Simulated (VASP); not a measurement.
# Ga3Se: single point with PBE

Crystal: Ga3Se.

```xyz
4
Lattice="4.4027 0.0000 0.0000 0.0000 4.4027 0.0000 0.0000 0.0000 4.4027" Properties=species:S:1:pos:R:3 pbc="T T T"
Se    0.0000    0.0000    0.0000
Ga    2.2014    2.2014    0.0000
Ga    2.2014    0.0000    2.2014
Ga    0.0000    2.2014    2.2014
```

```json
{
  "Program": "VASP 6.6.1",
  "Task": "single point",
  "Functional": "PBE",
  "Potentials or basis": "VASP PAW PBE potentials, release 64 (Se, Ga_d)",
  "Cutoff": "520 eV",
  "k mesh": "6 × 6 × 6",
  "Occupations": "fermi-dirac, width 0.05 eV",
  "Spin": "no spin polarisation",
  "Dipole correction": "no",
  "Further INCAR settings": "ALGO = Normal; EDIFF = 1e-06; NBANDS = 30"
}
```

The pressure is 0.4 GPa.

Levels at points of the mesh, in eV from the Fermi level:
```
           k point  band 20  band 21  band 22  band 23  band 24  band 25  band 26  band 27
(0.00, 0.00, 0.00)    -3.81    -2.81    -2.81     1.63     1.63     1.63     4.46     4.46
(0.50, 0.00, 0.00)    -2.85    -2.10    -1.06    -0.29    -0.29     1.16     4.09     4.25
(0.50, 0.50, 0.00)    -2.20    -0.80    -0.67    -0.67     1.41     1.66     1.66     1.87
(0.50, 0.50, 0.50)    -4.97    -4.97    -4.97    -3.57     4.06     4.06     4.06     8.68
```

Wall time 24 s on 1 thread of AMD EPYC 9R45 96-Core Processor (Zen 5) (shared host), peak memory 0.19 GiB.
